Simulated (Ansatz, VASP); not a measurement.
**PbS: VASP beside Ansatz**

```
Pb S
1.0
     0.00000    2.96500    2.96500
     2.96500    0.00000    2.96500
     2.96500    2.96500    0.00000
Pb S
1 1
Direct
  0.00000 0.00000 0.00000
  0.50000 0.50000 0.50000
```

Alike in both runs: task single point; functional PBE; k mesh 7 × 7 × 7; occupations gaussian, width 0.2 eV; no spin polarisation.

|  | VASP | Ansatz |
| --- | --- | --- |
| version | VASP 6.6.1 | Ansatz 0.2.0 |
| potentials or method | VASP PAW PBE potentials, release 64 (Pb_d, S), cutoff 500 eV | all-electron LAPW, scalar-relativistic |

|  | VASP | Ansatz | Ansatz less VASP |
| --- | --- | --- | --- |
| pressure (GPa) | 2.1 | 2.2 | +0.09 |

Ansatz ran all-electron here, and VASP with PAW potentials.

Spin-orbit coupling is off throughout.
